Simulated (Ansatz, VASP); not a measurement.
## Two plane-wave programs on Zr

Contents of INCAR:

```
PREC = Accurate
ENCUT = 520
EDIFF = 1E-7
ISMEAR = -1
SIGMA = 0.1
LREAL = False
LASPH = True
NELM = 100
ALGO = Normal
ISIF = 2
LWAVE = False
LCHARG = True
LELF = True
LVHAR = True
NBANDS = 12
```

The input KPOINTS:

```
regular mesh
0
Gamma
  13 13 13
```

File POSCAR:

```
Zr
1.0
    2.8689325676      0.0000000000      0.0000000000
    0.0000000000      2.8689325676      0.0000000000
    0.0000000000      0.0000000000      2.8689325676
Zr
1
Direct
    0.0000000000      0.0000000000      0.0000000000
```

Input for Ansatz:

```yaml
crystal:
  lattice:
    - [2.8689325676, 0.0, 0.0]
    - [0.0, 2.8689325676, 0.0]
    - [0.0, 0.0, 2.8689325676]
  atoms:
    - { symbol: Zr, position: [0.0, 0.0, 0.0] }
hamiltonian:
  xc: lda
  pseudopotentials:
    kind: paw
    azcp:
      Zr: "pseudopotentials/Zr.paw.azcp"
basis:
  ecutwfc: 420
  fft_grid_basis: typed
kpoints:
  mp_grid: { grid: [13, 13, 13], shift: [0, 0, 0] }
magnetization:
  spin_polarized: false
scf:
  occupations: { method: fermi_dirac, width: 0.1 }
  lower_state_search: "off"
output:
  stress: true
```

Alike in both runs: task single point; functional LDA; k mesh 13 × 13 × 13; occupations fermi-dirac, width 0.1 eV; no spin polarisation.

|  | VASP | Ansatz |
| --- | --- | --- |
| version | VASP 6.6.1 | Ansatz 0.2.0 |
| potentials or method | VASP PAW LDA potentials, release 64 (Zr_sv), cutoff 520 eV | plane waves (420 eV) with PAW, scalar-relativistic |
| valence electrons in the cell | 12 | 12 |

|  | VASP | Ansatz | Ansatz less VASP |
| --- | --- | --- | --- |
| pressure (GPa) | -2.2 | -2.3 | -0.08 |

Ansatz warns that its potentials were made for another functional, while VASP's fit it. LDA's correlation is that of Perdew and Zunger in VASP and of Perdew and Wang (1992) in Ansatz.
